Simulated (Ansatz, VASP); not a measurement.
**Pt: VASP beside Ansatz**

The input INCAR:

```
ALGO = Normal
EDIFF = 1E-7
EDIFFG = -0.05
ENCUT = 500
GGA = PE
GGA_COMPAT = F
IBRION = 2
ISIF = 3
ISMEAR = 0
LASPH = T
LCHARG = F
LREAL = F
LWAVE = F
NELM = 120
NELMIN = 4
NSW = 100
PREC = Accurate
SIGMA = 0.1
```

The input KPOINTS:

```
k-points
0
Gamma
  8 8 8
```

The input POSCAR:

```
Pt
1.0
    0.0000000000      1.9600000000      1.9600000000
    1.9600000000      0.0000000000      1.9600000000
    1.9600000000      1.9600000000      0.0000000000
Pt
1
Direct
    0.0000000000      0.0000000000      0.0000000000
```

Input for Ansatz:

```yaml
crystal:
  lattice:
    - [0.0, 1.96, 1.96]
    - [1.96, 0.0, 1.96]
    - [1.96, 1.96, 0.0]
  atoms:
    - { symbol: Pt, position: [0.0, 0.0, 0.0] }
basis:
  ecutwfc: 420
kpoints:
  mp_grid: { grid: [8, 8, 8] }
hamiltonian:
  xc: pbe
  pseudopotentials: { kind: paw, azcp: { folder: soft_1 } }
scf:
  occupations: { method: gaussian, width: 0.1 }
output:
  forces: true
  stress: true
  eigenvalues: true
relax:
  adjacent_minimum: "off"
  f_tol: 0.05
  max_steps: 80
  cell: { stress_tol: 0.5 }
```

Alike in both runs: task relaxation of cell and atoms; functional PBE; k mesh 8 × 8 × 8; occupations gaussian, width 0.1 eV; no spin polarisation.

```csv
,VASP,Ansatz
version,VASP 6.6.1,Ansatz 0.2.0
potentials or method,"VASP PAW PBE potentials, release 64 (Pt), cutoff 500 eV","scalar-relativistic, plane waves, PAW"
valence electrons in the cell,10,18
```

Ansatz gave:

* gap on the k mesh at the Fermi level, each at its own relaxed structure (eV): none
* relaxed volume (Å³/atom): 15.61
* relaxed cell length with the largest relative difference (Å): 2.805

**Question.** Which values does VASP return?

**Answer.** gap on the k mesh at the Fermi level, each at its own relaxed structure (eV): none; relaxed volume (Å³/atom): 15.59; relaxed cell length with the largest relative difference (Å): 2.804.

A gap of «none» marks a metal or a gap that the smearing closes. VASP's potentials hold 10 valence electrons a cell and Ansatz's 18, so a difference there can come from the potentials and not from the codes.

Neither program's run includes spin-orbit coupling.
